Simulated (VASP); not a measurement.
Write the native input for VASP 6.6.1 that does the following.

```yaml
Task: single point
Functional: LDA
Potentials_or_basis: VASP PAW LDA potentials, release 64 (Os_sv_GW)
Cutoff: 420 eV
k_mesh: 13 × 13 × 13
Occupations: fermi-dirac, width 0.05 eV
Spin: no spin polarisation
Dipole_correction: no
k_mesh_for_the_DOS: 20 × 20 × 20
Occupations_for_the_DOS: tetrahedron
Further_INCAR_settings: ALGO = Normal; EDIFF = 1e-06; NBANDS = 23
```

Crystal: Os.

```xyz
2
Lattice="0.0000 2.7358 2.7358 2.7358 0.0000 2.7358 2.7358 2.7358 0.0000" Properties=species:S:1:pos:R:3 pbc="T T T"
Os   -0.6839   -0.6839   -0.6839
Os    0.6839    0.6839    0.6839
```

This isn't the form of Os at room conditions, which is hcp.

These files were run (other wordings do the same):

POSCAR

```
Os
1.0
    0.0000000000      2.7357957792      2.7357957792
    2.7357957792      0.0000000000      2.7357957792
    2.7357957792      2.7357957792      0.0000000000
Os
2
Direct
   -0.1250000000     -0.1250000000     -0.1250000000
    0.1250000000      0.1250000000      0.1250000000
```

INCAR.step1

```
SYSTEM = Os
ALGO = Normal
EDIFF = 1E-6
ENCUT = 420
GGA_COMPAT = .False.
ISIF = 2
ISMEAR = -1
LASPH = .True.
LCHARG = .True.
LMAXMIX = 4
LORBIT = 11
LREAL = .False.
LWAVE = .False.
NBANDS = 23
NEDOS = 2001
NELM = 120
PREC = Accurate
SIGMA = 0.05
```

KPOINTS.step1

```
k-points
0
Gamma
  13 13 13
  0 0 0
```

INCAR.step2

```
SYSTEM = Os
ALGO = Normal
EDIFF = 1E-6
ENCUT = 420
GGA_COMPAT = .False.
ICHARG = 11
ISIF = 2
ISMEAR = -5
LASPH = .True.
LCHARG = .False.
LMAXMIX = 4
LORBIT = 10
LREAL = .False.
LWAVE = .False.
NBANDS = 23
NEDOS = 2001
NELM = 120
PREC = Accurate
SIGMA = 0.05
```

KPOINTS.step2

```
k-points
0
Gamma
  20 20 20
  0 0 0
```

Potentials or basis: VASP PAW LDA potentials, release 64 (Os_sv_GW).

The run is started by

```console
$ cat potpaw_LDA.64/Os_sv_GW/POTCAR > POTCAR
$ cp INCAR.step1 INCAR
$ cp KPOINTS.step1 KPOINTS
$ mpirun -np 1 vasp_std > vasp.out
$ cp INCAR.step2 INCAR
$ cp KPOINTS.step2 KPOINTS
$ mpirun -np 1 vasp_std > vasp.out
```

It gave:

- Valence electrons inside the program's atomic spheres: Os 15.67

Wall time 90 s on 1 thread of AMD EPYC 9R45 96-Core Processor (Zen 5), on a shared host, peak memory 0.23 GiB.
